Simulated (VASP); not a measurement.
Here is a VASP 6.6.1 calculation.

File INCAR:

```
ALGO = Normal ; EDIFF = 1E-7
EDIFFG = -0.04 ; ENCUT = 600
GGA = PE ; IBRION = 2
ISIF = 3 ; ISMEAR = 0
LASPH = T ; LCHARG = F
LREAL = F ; LWAVE = F
NELM = 60 ; NSW = 90
PREC = Accurate ; SIGMA = 0.1
```

Contents of KPOINTS:

```
k-points
0
Gamma
  6 6 4
```

Contents of POSCAR:

```
SiC
1.0
    5.3835551387      0.0000000000      0.0000000000
   -2.6917775694      4.6622955128      0.0000000000
    0.0000000000      0.0000000000      3.8909469189
Si C
3 3
Direct
    0.5000000000      0.0000000000      0.5000000000
    0.0000000000      0.5000000000      0.5000000000
    0.5000000000      0.5000000000      0.5000000000
    0.0000000000      0.0000000000      0.5000000000
    0.0000000000      0.0000000000      0.8373733173
    0.0000000000      0.0000000000      0.1626266827
```

Potentials or basis: VASP PAW PBE potentials, release 64 (Si, C).

Launch:

```sh
$ cat potpaw_PBE.64/Si/POTCAR potpaw_PBE.64/C/POTCAR > POTCAR
$ mpirun -np 1 vasp_std > vasp.out
```

(1) Predict the band gap on the k mesh.

(2) Predict the relaxed cell.

(3) Estimate the relaxed volume.

Results:

(1) zero (band 12 reaches 5.90 eV, above the bottom of band 13 at 3.91 eV).

(2) a = 5.382 Å, b = 5.382 Å, c = 3.891 Å, α = 90.00°, β = 90.00°, γ = 120.00°.

(3) 16.27 Å³/atom.

Caveat: the k points lie up to 0.40 Å⁻¹ apart in the final cell.
